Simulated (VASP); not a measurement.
Set up this calculation in VASP 6.6.1, as the native input.

```
Task                   : single point
Functional             : PBE
Potentials or basis    : VASP PAW PBE potentials, release 64 (Y_sv, Ir)
Cutoff                 : 520 eV
k mesh                 : 4 × 4 × 4
Occupations            : gaussian, width 0.1 eV
Spin                   : no spin polarisation
Dipole correction      : no
Further INCAR settings : ALGO = Normal; EDIFF = 1e-06; NBANDS = 29
```

The structure of Y3Ir lies in POSCAR:

```
Y3Ir
1.0
    4.7580901991      0.0000000000      0.0000000000
    0.0000000000      4.7580901991      0.0000000000
    0.0000000000      0.0000000000      4.7580901991
Y Ir
3 1
Direct
    0.0000000000      0.5000000000      0.5000000000
    0.5000000000      0.0000000000      0.5000000000
    0.5000000000      0.5000000000      0.0000000000
    0.0000000000      0.0000000000      0.0000000000
```

These files were run (other wordings do the same):

INCAR

```
SYSTEM = Y3Ir
PREC = Accurate
ENCUT = 520
EDIFF = 1E-6
ISMEAR = 0
SIGMA = 0.1
LREAL = .FALSE.
LASPH = .TRUE.
NELM = 60
ALGO = Normal
ISIF = 2
LWAVE = .FALSE.
LCHARG = .FALSE.
GGA = PE
NBANDS = 29
```

KPOINTS

```
regular mesh
0
G
  4 4 4
  0 0 0
```

Potentials or basis: VASP PAW PBE potentials, release 64 (Y_sv, Ir).

Run with:

```sh
$ cat potpaw_PBE.64/Y_sv/POTCAR potpaw_PBE.64/Ir/POTCAR > POTCAR
$ mpirun -np 1 vasp_std > vasp.out
```

It gave:

- Pressure: -5.9 GPa
- Band gap on the k mesh: zero (band 21 reaches 4.42 eV, above the bottom of band 22 at 3.84 eV)

Caveat: spin-orbit coupling is left out, which moves the levels of the heavy elements.

It took 76 s on 1 thread of Oxide Virtual Turin-like Processor, on a shared host, peak memory 0.19 GiB.
